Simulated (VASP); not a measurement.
Runs of VASP 6.6.1 on LiH. The structure is that of space group Fm-3m (No. 225), or close to it. The cells are those of the table. 

```csv
task,level,cell,cutoff (eV),gap on the mesh (eV),pressure (GPa),relaxed volume (Å³/atom)
relaxation of cell and atoms,PBEsol,"relaxed from a = 2.880 Å, angles 60.0°, 2 atoms",600,(b),0.0,7.84
relaxation of cell and atoms,revPBE+D3(BJ),"relaxed from a = 2.880 Å, angles 60.0°, 2 atoms",600,2.97,0.0,6.79
single point,PBEsol,"a = 2.815 Å, angles 60.0°, 2 atoms",520,2.73,-,-
relaxation of cell and atoms,PBE+D4,"relaxed from a = 2.880 Å, angles 60.0°, 2 atoms",600,(c),0.0,7.70
single point,revPBE+D3(BJ),"a = 2.686 Å, angles 60.0°, 2 atoms",520,(a),-,-
```

Alike in all rows: potentials or basis VASP PAW PBE potentials, release 64 (Li_sv, H); no spin polarisation; k mesh 8 × 8 × 8; smearing gaussian 0.01 eV.

Q: Estimate the missing entries.

A: (a) 2.98; (b) 2.72; (c) 2.95.

Caveats: the cutoff is under 1.25 times the usual one of these potentials, so pressure, stress and relaxed cells hold a basis-set (Pulay) error; the PAW data sets were made with another functional, which shifts forces and pressure a little (some runs); the volume moved by over 15 % at a fixed basis, so the end points are rough (some runs); the volume moved by -20 % from the deposited cell, more than functionals usually miss (some runs).

A k mesh can miss the band edges.
